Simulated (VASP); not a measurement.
Runs of VASP 6.6.1 on TaRu. The structure is that of space group Pm-3m (No. 221), or close to it. The cells are those of the table. 

```tsv
task	cell	cutoff (eV)	gap on the mesh (eV)	pressure (GPa)
electric field gradients	a = 3.187 Å, angles 88.8°, 2 atoms	400	none	-15.7
electric field gradients	a = 3.155, b = 3.155, c = 3.187 Å, 2 atoms	400	none	-11.3
electric field gradients	a = 3.229 Å, 2 atoms	520	none	(b)
electric field gradients	a = 3.208 Å, 2 atoms	520	none	-19.6
electric field gradients	a = 3.176 Å, 2 atoms	520	none	-13.3
single point	a = 3.123, b = 3.123, c = 3.187 Å, 2 atoms	500	none	-5.8
electric field gradients	a = 3.166 Å, 2 atoms	520	none	-11.0
electric field gradients	a = 3.123, b = 3.123, c = 3.187 Å, 2 atoms	400	none	(a)
electric field gradients	a = 3.250 Å, 2 atoms	520	none	-26.5
single point	a = 3.219, b = 3.219, c = 3.187 Å, 2 atoms	500	none	-19.6
single point	a = 3.155, b = 3.155, c = 3.187 Å, 2 atoms	500	none	-11.0
```

Alike in all rows: level LDA; potentials or basis VASP PAW LDA potentials, release 64 (Ta_pv, Ru_pv); no spin polarisation; k mesh 13 × 13 × 13; smearing fermi-dirac 0.03 eV.

Fill in the values left out.

(a) -6.3; (b) -23.2.

Caveats: the cell stands under tension; spin-orbit coupling is left out, which moves the levels of the heavy elements.

A k mesh can miss the band edges, and the runs leave out spin-orbit coupling on Ru, Ta.

A gap of «none» marks levels without a gap at the run's occupations.
